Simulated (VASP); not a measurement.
CuS, 2 atoms in the cell. Symmetry: Fm-3m, No. 225, cubic system. The conventional cell has a = 4.791 Å, b = 4.791 Å, c = 4.791 Å, α = 90.00°, β = 90.00°, γ = 90.00°. Cu (site symmetry m-3m) has 6 S at 2.40 Å within 3.2 Å. S (site symmetry m-3m) has 6 Cu at 2.40 Å within 3.2 Å. 

| Item | Value |
| --- | --- |
| Program | VASP 6.6.1 |
| Task | single point |
| Functional | r2SCAN |
| Potentials or basis | VASP PAW PBE potentials, release 64 (Cu, S) |
| Cutoff | 520 eV |
| k mesh | 8 × 8 × 8 |
| Occupations | gaussian, width 0.15 eV |
| Spin | no spin polarisation |
| Dipole correction | no |
| Further INCAR settings | ALGO = Normal; EDIFF = 1e-07; NBANDS = 16 |

Potentials or basis: VASP PAW PBE potentials, release 64 (Cu, S).

The run is started by

```console
$ cat potpaw_PBE.64/Cu/POTCAR potpaw_PBE.64/S/POTCAR > POTCAR
$ cp INCAR.step1 INCAR
$ mpirun -np 1 vasp_std > vasp.out
$ cp INCAR.step2 INCAR
$ mpirun -np 1 vasp_std > vasp.out
```

Hardware: 1 thread of AMD EPYC 7R13 Processor (Zen 3), on a shared host.

Estimate the wall time of this run.

It took 84 s on 1 thread of AMD EPYC 7R13 Processor (Zen 3) (shared host), peak memory 0.13 GiB. Counts: k points 29.
